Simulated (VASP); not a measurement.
# Zn (P1) in VASP: single point with PBE

Aim: the single point of Zn with PBE.

Program: VASP 6.6.1. These are calculated values, not measurements. Logs are shortened: lines on timing, memory, paths and dates and some standing lists are left out, and cuts for length are marked.

## (1) The cell of the first run

The typed cell holds 3 atoms: a = 2.705 Å, b = 2.682 Å, c = 7.584 Å, α = 99.44°, β = 98.61°, γ = 58.19°.

## (2) Single point, PBE (atoms moved at random and the cell strained at random)

INCAR

```
ALGO     = Normal         # electronic algorithm
EDIFF    = 1E-6           # SCF threshold, eV
ENCUT    = 520            # plane-wave cutoff, eV
GGA      = PE             # functional
ISIF     = 2              # what is computed and relaxed
ISMEAR   = 0              # smearing method
LASPH    = T              # aspherical terms in the spheres
LCHARG   = F              # write CHGCAR
LREAL    = F              # projectors in reciprocal space
LWAVE    = F              # write WAVECAR
NBANDS   = 25             # bands
NELM     = 100            # most SCF steps
PREC     = Accurate       # precision mode
SIGMA    = 0.1            # smearing width, eV
```

KPOINTS

```
k-points
0
Gamma
  16 16 6
```

POSCAR

```
Zn
1.0
    2.3599940537     -1.3214216132      0.0557920449
    2.3465951467      1.2981955506      0.0349347620
   -1.5054455005     -0.0500346646      7.4331980658
Zn
3
Direct
   -0.0081923059      0.0028051284      0.0016026501
    0.2391409030      0.2129962033      0.6640923587
    0.7690458579      0.7842007657      0.3343063610
```

Potentials or basis: VASP PAW PBE potentials, release 64 (Zn).

Started as:

```sh
> cat potpaw_PBE.64/Zn/POTCAR > POTCAR
> mpirun -np 1 vasp_std > vasp.out
```

OUTCAR:

```text
EDIFF = 1E-6
   ENCUT = 520
   GGA = PE
   ISIF = 2
   ISMEAR = 0
   LASPH = T
   LREAL = F
   NELM = 100
   PREC = Accurate

 ion  position               nearest neighbor table
   1  0.992  0.003  0.002-   3 2.90   3 2.92   2 2.95   2 2.95   2 2.95   3 2.95
   2  0.239  0.213  0.664-   3 2.83   3 2.91   1 2.95   1 2.95   1 2.95   3 2.97
   3  0.769  0.784  0.334-   2 2.83   1 2.90   2 2.91   1 2.92   1 2.95   2 2.97

  LATTYP: Found a triclinic cell.
 ALAT       =     2.6197344602
 B/A-ratio  =     1.0237619690
 C/A-ratio  =     3.0502221510
 COS(alpha) =     0.0014304434
 COS(beta)  =     0.3151412161
 COS(gamma) =     0.4794425086

  Lattice vectors:

 A1 = (   0.0133989070,  -2.6196171638,   0.0208572829)
 A2 = (  -2.3465951467,  -1.2981955506,  -0.0349347620)
 A3 = (   1.5188444075,  -2.5695824992,  -7.4123407829)

Analysis of symmetry for initial positions (statically):
=====================================================================
 Subroutine PRICEL returns:
 Original cell was already a primitive cell.

 Routine SETGRP: Setting up the symmetry group for a
 triclinic supercell.

 Subroutine GETGRP returns: Found  1 space group operations
 (whereof  1 operations were pure point group operations)
 out of a pool of  2 trial point group operations.

The static configuration has the point symmetry C_1 .

Analysis of symmetry for dynamics (positions and initial velocities):
=====================================================================
 Subroutine PRICEL returns:
 Original cell was already a primitive cell.

 Routine SETGRP: Setting up the symmetry group for a
 triclinic supercell.

 Subroutine GETGRP returns: Found  1 space group operations
 (whereof  1 operations were pure point group operations)
 out of a pool of  2 trial point group operations.

The dynamic configuration has the point symmetry C_1 .

 Subroutine INISYM returns: Found  1 space group operations
 (whereof  1 operations are pure point group operations),
 and found     1 'primitive' translations

----------------------------------------------------------------------------------------

                                     Primitive cell

  volume of cell :      45.9986

  direct lattice vectors                    reciprocal lattice vectors
     2.359994054 -1.321421613  0.055792045     0.209821358 -0.380344007  0.039934929
     2.346595147  1.298195551  0.034934762     0.213475912  0.383191837  0.045814631
    -1.505445501 -0.050034665  7.433198066    -0.002578176  0.001053847  0.134016532

  length of vectors
     2.705335426  2.681984509  7.584279999     0.436212522  0.441029397  0.134045471

  position of ions in fractional coordinates (direct lattice)
     0.991807694  0.002805128  0.001602650
     0.239140903  0.212996203  0.664092359
     0.769045858  0.784200766  0.334306361

  ion indices of the primitive-cell ions
   primitive index   ion index
                 1           1
                 2           2
                 3           3

----------------------------------------------------------------------------------------

 KPOINTS: k-points

Automatic generation of k-mesh.
 Grid dimensions read from file:
 generate k-points for:   16   16    6

 Generating k-lattice:

  Cartesian coordinates                     Fractional coordinates (reciprocal lattice)
     0.013113835 -0.023771500  0.002495933     0.062500000  0.000000000 -0.000000000
     0.013342245  0.023949490  0.002863414     0.000000000  0.062500000  0.000000000
    -0.000429696  0.000175641  0.022336089     0.000000000  0.000000000  0.166666667

  Length of vectors
     0.027263283  0.027564337  0.022340912

  Shift w.r.t. Gamma in fractional coordinates (k-lattice)
     0.000000000  0.000000000  0.000000000

 Subroutine IBZKPT returns following result:
 ===========================================

 Found    772 irreducible k-points:

 Following reciprocal coordinates:
            Coordinates               Weight
  0.000000  0.000000  0.000000      1.000000
  0.062500 -0.000000  0.000000      2.000000
  0.125000 -0.000000  0.000000      2.000000
  0.187500 -0.000000  0.000000      2.000000
  0.250000 -0.000000  0.000000      2.000000
  0.312500 -0.000000  0.000000      2.000000
[... 16 lines left out ...]
 -0.187500  0.062500 -0.000000      2.000000
 -0.125000  0.062500 -0.000000      2.000000
 [... further k-points ...]
   k-points           NKPTS =    772   k-points in BZ     NKDIM =    772   number of bands    NBANDS=     25
   number of dos      NEDOS =    301   number of ions     NIONS =      3
   total plane-waves  NPLWV =  22400
   dimension x,y,z NGX =    20 NGY =   20 NGZ =   56
   dimension x,y,z NGXF=    40 NGYF=   40 NGZF=  112
   ions per type =               3
   NGX,Y,Z   is equivalent  to a cutoff of  12.29, 12.40, 12.28 a.u.
   NGXF,Y,Z  is equivalent  to a cutoff of  24.58, 24.79, 24.55 a.u.
 SYSTEM =  unknown system
   PREC   = accura    normal or accurate (medium, high low for compatibility)
   ISTART =      0    job   : 0-new  1-cont  2-samecut
   ICHARG =      2    charge: 1-file 2-atom 10-const
   ISPIN  =      1    spin polarized calculation?
   LNONCOLLINEAR =      F non collinear calculations
   LSORBIT =      F    spin-orbit coupling
   LASPH  =      T    aspherical Exc in radial PAW
   ENCUT  =  520.0 eV  38.22 Ry    6.18 a.u.   5.03  4.99 14.10*2*pi/ulx,y,z
   NELM   =    100;   NELMIN=  2; NELMDL= -5     # of ELM steps
   EDIFF  = 0.1E-05   stopping-criterion for ELM
   LREAL  =      F    real-space projection
   EDIFFG = 0.1E-04   stopping-criterion for IOM
   NSW    =      0    number of steps for IOM
   IBRION =     -1    ionic relax: 0-MD 1-quasi-New 2-CG
   NFREE  =      0    steps in history (QN), initial steepest desc. (CG)
   ISIF   =      2    stress and relaxation
   ISYM   =      2    0-nonsym 1-usesym 2-fastsym
   POTIM  = 0.5000    time-step for ionic-motion
   TEBEG  =    0.0;   TEEND  =   0.0 temperature during run
   PSTRESS=    0.0 pullay stress
   NELECT =      36.0000    total number of electrons
   NUPDOWN=      -1.0000    fix difference up-down
   EMIN   =  10.00;   EMAX   =-10.00  energy-range for DOS
   EFERMI =   0.00;   METHOD = LEGACY
   ISMEAR =     0;   SIGMA  =   0.10  broadening in eV -4-tet -1-fermi 0-gaus
   EFERMI_NEDOS =   21; number of points for ismear=-14 and -15
   IALGO  =     38    algorithm
   IMIX   =      4    mixing-type and parameters
     AMIX     =   0.40;   BMIX     =  1.00
     AMIX_MAG =   1.60;   BMIX_MAG =  1.00
  volume/ion in A,a.u.               =      15.33       103.47
  Fermi-wavevector in a.u.,A,eV,Ry     =   1.508669  2.850972 30.967992  2.276083
  Thomas-Fermi vector in A             =   2.619093
   LORBIT       =      0    0 simple, 1 ext, 2 COOP (PROOUT), +10 PAW based schemes
   GGA     = PE    functional components
   LHFCALC =     F    Hartree Fock is set to
   AEXX    =    0.0000 exact exchange contribution
   IVDW    =     0    specifies the selected vdW correction
   LEPSILON=     F    determine dielectric tensor
   LRPA    =     F    only Hartree local field effects (RPA)
 non-spin polarized calculation
 Gauss-broadening in eV      SIGMA  =   0.10
  energy-cutoff  :      520.00
  volume of cell :       46.00
 maximum number of plane-waves:      1263
   NGX = 11   NGY =  9   NGZ = 29

 number of electron      36.0000001 magnetization

 Free energy of the ion-electron system (eV)
  ---------------------------------------------------
  ext. energy  EPLUGINS =         0.00000000
  ---------------------------------------------------
  free energy    TOTEN  =        -3.29088107 eV

  energy without entropy =       -3.28715449  energy(sigma->0) =       -3.28901778

 E-fermi :   3.0325     XC(G=0): -11.5074

 val. band max:        3.0204600220   @ k =   0.2500   0.1875   0.1667
 cond. band min:       3.0350094867   @ k =   0.4375   0.2500   0.3333
 fundamental gap:      0.0145494648
 Fermi energy:         3.0324519506

 k-point     1 :       0.0000    0.0000    0.0000
  band No.  band energies     occupation
      1      -7.2858      2.00000
      2      -5.6519      2.00000
      3      -5.6491      2.00000
      4      -4.8475      2.00000
      5      -4.6921      2.00000
      6      -4.6777      2.00000
[... 17 lines left out ...]
     24      20.4434      0.00000
     25      21.2876      0.00000

 k-point     2 :       0.0625   -0.0000    0.0000
  band No.  band energies     occupation
      1      -7.1681      2.00000
      2      -5.5892      2.00000
      3      -5.5701      2.00000
      4      -4.8334      2.00000
      5      -4.6800      2.00000
      6      -4.6673      2.00000
[... 17 lines left out ...]
     24      19.6301      0.00000
     25      20.1438      0.00000

 k-point     3 :       0.1250   -0.0000    0.0000
  band No.  band energies     occupation
      1      -6.8207      2.00000
      2      -5.4031      2.00000
      3      -5.3781      2.00000
      4      -4.7998      2.00000
      5      -4.6743      2.00000
      6      -4.6640      2.00000
[... 17 lines left out ...]
     24      18.1283      0.00000
     25      18.4419      0.00000

 k-point     4 :       0.1875   -0.0000    0.0000
  band No.  band energies     occupation
      1      -6.2717      2.00000
      2      -5.1853      2.00000
      3      -5.1600      2.00000
      4      -4.7704      2.00000
      5      -4.7348      2.00000
      6      -4.7003      2.00000
[... 17 lines left out ...]
     24      16.8890      0.00000
     25      17.2104      0.00000
[... 477 lines left out ...]
 k-point    22 :      -0.2500    0.0625   -0.0000
  band No.  band energies     occupation
      1      -5.3368      2.00000
      2      -5.0857      2.00000
      3      -5.0478      2.00000
      4      -4.9091      2.00000
      5      -4.8636      2.00000
      6      -4.6612      2.00000
[... 17 lines left out ...]
     24      14.1368      0.00000
     25      14.8257      0.00000

 k-point    23 :      -0.1875    0.0625   -0.0000
  band No.  band energies     occupation
      1      -5.8550      2.00000
      2      -5.0717      2.00000
      3      -5.0457      2.00000
      4      -4.8031      2.00000
      5      -4.7678      2.00000
      6      -4.7331      2.00000
[... 17 lines left out ...]
     24      15.2486      0.00000
     25      15.9439      0.00000

 k-point    24 :      -0.1250    0.0625   -0.0000
  band No.  band energies     occupation
      1      -6.4700      2.00000
      2      -5.2282      2.00000
      3      -5.2195      2.00000
      4      -4.7704      2.00000
      5      -4.6840      2.00000
      6      -4.6599      2.00000
[... 17 lines left out ...]
     24      17.1653      0.00000
     25      17.3131      0.00000

 [... further k-points ...]
[... 5 lines left out ...]
  --------------------------------------------------------------------------------------
  -------------------------------------------------------------------------------------
  Total       -0.6517100      0.6213353     -0.0198704      0.1311440      0.1150144     -0.2377083
  in kB      -22.6997032     21.6417219     -0.6921063      4.5678767      4.0060648     -8.2796137
  external PRESSURE =      -0.5833625 kB  Pullay stress =       0.0000000 kB

 VOLUME and BASIS-vectors are now :
 -----------------------------------------------------------------------------
  energy-cutoff  :      520.00
  volume of cell :       46.00
      direct lattice vectors                 reciprocal lattice vectors
     2.359994054 -1.321421613  0.055792045     0.209821358 -0.380344007  0.039934929
     2.346595147  1.298195551  0.034934762     0.213475912  0.383191837  0.045814631
    -1.505445501 -0.050034665  7.433198066    -0.002578176  0.001053847  0.134016532

 POSITION                                       TOTAL-FORCE (eV/Angst)
 -----------------------------------------------------------------------------------
      2.34483     -1.30703      0.06735         0.014320     -0.011671     -0.034353
      0.06443     -0.07272      4.95711        -0.007282      0.043531      0.040673
      3.15187     -0.01491      2.55527        -0.007038     -0.031860     -0.006321
 -----------------------------------------------------------------------------------
    total drift:                               -0.001083      0.002061     -0.001550

  FREE ENERGIE OF THE ION-ELECTRON SYSTEM (eV)
  ---------------------------------------------------
  free  energy   TOTEN  =        -3.2908810714 eV

  energy  without entropy=       -3.2871544938  energy(sigma->0) =       -3.28901778
```

Run time: 14 min. Hardware: 1 thread of Intel Xeon Platinum 8259CL at 2.50GHz (Skylake/Cascade Lake), shared host; peak memory 0.69 GiB.

Results:

```yaml
Free_energy: -3.2909 eV
Pressure: -0.1 GPa
Largest_force: 0.060 eV/Å
Band_gap_on_the_k_mesh: zero (band 18 reaches 4.43 eV, above the bottom of band 19 at -0.04 eV)
```

Forces in eV/Å, atoms in the order of the input:
```
Zn   0.014 -0.012 -0.034
Zn  -0.007  0.044  0.041
Zn  -0.007 -0.032 -0.006
```

Caveat: the cell differs from its parent crystal (atoms moved at random and the cell strained at random).
